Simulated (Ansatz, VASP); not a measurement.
# Pd in VASP and in Ansatz

```xyz
2
Lattice="2.8041 0.0000 0.0000 -1.4020 2.4284 0.0000 0.0000 0.0000 4.6674" Properties=species:S:1:pos:R:3 pbc="T T T"
Pd    0.0000    1.6189    1.1669
Pd    1.4020    0.8095    3.5006
```

Alike in both runs: functional RPBE; k mesh 13 × 13 × 7; occupations fermi-dirac, width 0.1 eV; no spin polarisation.

Ansatz relaxed the structure, and its values are those at the end. VASP's run is a single point on that final structure, the one shown.

|  | VASP | Ansatz |
| --- | --- | --- |
| version | VASP 6.6.1 | Ansatz 0.2.0 |
| potentials or method | VASP PAW PBE potentials, release 64 (Pd), cutoff 500 eV | plane waves (420 eV) with PAW, scalar-relativistic |
| valence electrons in the cell | 20 | 36 |

|  | VASP | Ansatz | Ansatz less VASP |
| --- | --- | --- | --- |
| pressure (GPa) | -0.2 | 0.0 | +0.16 |

VASP's potentials were made for PBE, not for RPBE. With one functional, cell and mesh, what is left measures potentials, basis and numerics. VASP's potentials hold 20 valence electrons a cell and Ansatz's 36, so a difference there can come from the potentials and not from the codes.
